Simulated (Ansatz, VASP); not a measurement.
**LaBe2: VASP beside Ansatz**

INCAR

```
SYSTEM = LaBe2
ALGO     = Normal         ! electronic algorithm
EDIFF    = 1E-7           ! SCF threshold, eV
EDIFFG   = -0.08          ! ionic threshold
ENCUT    = 600            ! plane-wave cutoff, eV
GGA      = PE             ! functional
IBRION   = 2              ! ionic algorithm
ISIF     = 3              ! what is computed and relaxed
ISMEAR   = 0              ! smearing method
LASPH    = .True.         ! aspherical terms in the spheres
LCHARG   = .False.        ! write CHGCAR
LREAL    = .False.        ! projectors in reciprocal space
LWAVE    = .False.        ! write WAVECAR
NELM     = 80             ! most SCF steps
NSW      = 36             ! ionic steps
PREC     = Accurate       ! precision mode
SIGMA    = 0.2            ! smearing width, eV
```

The input KPOINTS:

```
k-points
0
Gamma
  6 6 6
  0 0 0
```

File POSCAR:

```
LaBe2
1.0
   -1.9406037100      1.9406037100      6.2068857700
    1.9406037100     -1.9406037100      6.2068857700
    1.9406037100      1.9406037100     -6.2068857700
La Be
2 4
Direct
    0.7500000000      0.2500000000      0.5000000000
    0.0000000000      0.0000000000      0.0000000000
    0.1658638300      0.6658638300      0.5000000000
    0.5841361700      0.5841361700      0.0000000000
    0.3341361700      0.8341361700      0.5000000000
    0.4158638300      0.4158638300      0.0000000000
```

Input for Ansatz:

```yaml
crystal:
  lattice:
    - [-1.94060371, 1.94060371, 6.20688577]
    - [1.94060371, -1.94060371, 6.20688577]
    - [1.94060371, 1.94060371, -6.20688577]
  atoms:
    - { symbol: La, position: [0.75, 0.25, 0.5] }
    - { symbol: La, position: [0.0, 0.0, 0.0] }
    - { symbol: Be, position: [0.16586383, 0.66586383, 0.5] }
    - { symbol: Be, position: [0.58413617, 0.58413617, 0.0] }
    - { symbol: Be, position: [0.33413617, 0.83413617, 0.5] }
    - { symbol: Be, position: [0.41586383, 0.41586383, 0.0] }
basis:
  ecutwfc: 420
kpoints:
  mp_grid: { grid: [6, 6, 6] }
hamiltonian:
  xc: pbe
scf:
  occupations: { method: gaussian, width: 0.2 }
  lower_state_search: "off"
output:
  forces: true
  stress: true
  eigenvalues: true
relax:
  adjacent_minimum: "off"
  f_tol: 0.08
  max_steps: 16
  cell: { stress_tol: 0.8 }
```

Change from the starting cell: species swapped into the EuSi2 type (I4_1/amd, No. 141).

Alike in both runs: task relaxation of cell and atoms; functional PBE; k mesh 6 × 6 × 6; occupations gaussian, width 0.2 eV; no spin polarisation.

|  | VASP | Ansatz |
| --- | --- | --- |
| version | VASP 6.6.1 | Ansatz 0.2.0 |
| potentials or method | VASP PAW PBE potentials, release 64 (La, Be), cutoff 600 eV | scalar-relativistic, plane waves, PAW |
| valence electrons in the cell | 30 | 30 |

|  | VASP | Ansatz | Ansatz less VASP |
| --- | --- | --- | --- |
| gap on the k mesh at the Fermi level, each at its own relaxed structure (eV) | none | none | - |
| relaxed volume (Å³/atom) | 19.37 | 19.30 | -0.069 |
| relaxed length of the cell vector where the two differ most in proportion (Å) | 7.315 | 7.328 | +0.0134 |

A gap of «none» marks a metal or a gap that the smearing closes.

The k mesh is coarse, so the values compare programs but aren't converged. Spin-orbit coupling is off throughout. Noted on VASP's run: the volume moved by over 15 % at a fixed basis, so the end points are rough.
